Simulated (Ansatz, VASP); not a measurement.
# One calculation of Pt, two programs

INCAR

```
PREC     = Accurate       # precision mode
ENCUT    = 600            # plane-wave cutoff, eV
EDIFF    = 1E-6           # SCF threshold, eV
ISMEAR   = -1             # smearing method
SIGMA    = 0.05           # smearing width, eV
LREAL    = F              # projectors in reciprocal space
LASPH    = T              # aspherical terms in the spheres
NELM     = 60             # most SCF steps
ALGO     = Normal         # electronic algorithm
ISIF     = 3              # what is computed and relaxed
LWAVE    = F              # write WAVECAR
LCHARG   = F              # write CHGCAR
GGA      = CA             # functional
IBRION   = 2              # ionic algorithm
NSW      = 60             # ionic steps
EDIFFG   = -0.005         # ionic threshold
```

File KPOINTS:

```
regular mesh
0
Gamma
  18 18 18
```

POSCAR

```
Pt
1.0
    0.0000000000      1.9474215318      1.9474215318
    1.9474215318      0.0000000000      1.9474215318
    1.9474215318      1.9474215318      0.0000000000
Pt
1
Direct
    0.0000000000      0.0000000000      0.0000000000
```

Input for Ansatz:

```yaml
crystal:
  lattice:
    - [0.0, 1.9474215318, 1.9474215318]
    - [1.9474215318, 0.0, 1.9474215318]
    - [1.9474215318, 1.9474215318, 0.0]
  atoms:
    - { symbol: Pt, position: [0.0, 0.0, 0.0] }
kpoints:
  mp_grid: { grid: [18, 18, 18] }
scf:
  occupations: { method: fermi_dirac, width: 0.05 }
hamiltonian:
  xc: lda
  pseudopotentials: { kind: paw }
output:
  forces: true
  stress: true
relax:
  f_tol: 0.005
  max_steps: 40
  cell: {}
```

Alike in both runs: task relaxation of cell and atoms; functional LDA; k mesh 18 × 18 × 18; occupations fermi-dirac, width 0.05 eV; no spin polarisation.

|  | VASP | Ansatz |
| --- | --- | --- |
| version | VASP 6.6.1 | Ansatz 0.2.0 |
| potentials or method | VASP PAW LDA potentials, release 64 (Pt) | PAW with Ansatz's default frozen-core files, scalar-relativistic |
| plane-wave cutoff (eV) | 600 | 420 |
| valence electrons in the cell | 10 | 18 |

|  | VASP | Ansatz | Ansatz less VASP |
| --- | --- | --- | --- |
| relaxed volume (Å³/atom) | 14.80 | 14.76 | -0.041 |
| relaxed cell length with the largest relative difference (Å) | 2.756 | 2.753 | -0.0025 |

LDA's correlation is that of Perdew and Zunger in VASP and of Perdew and Wang (1992) in Ansatz. VASP's potentials hold 10 valence electrons a cell and Ansatz's 18, so a difference there can come from the potentials and not from the codes.

Spin-orbit coupling is off throughout.
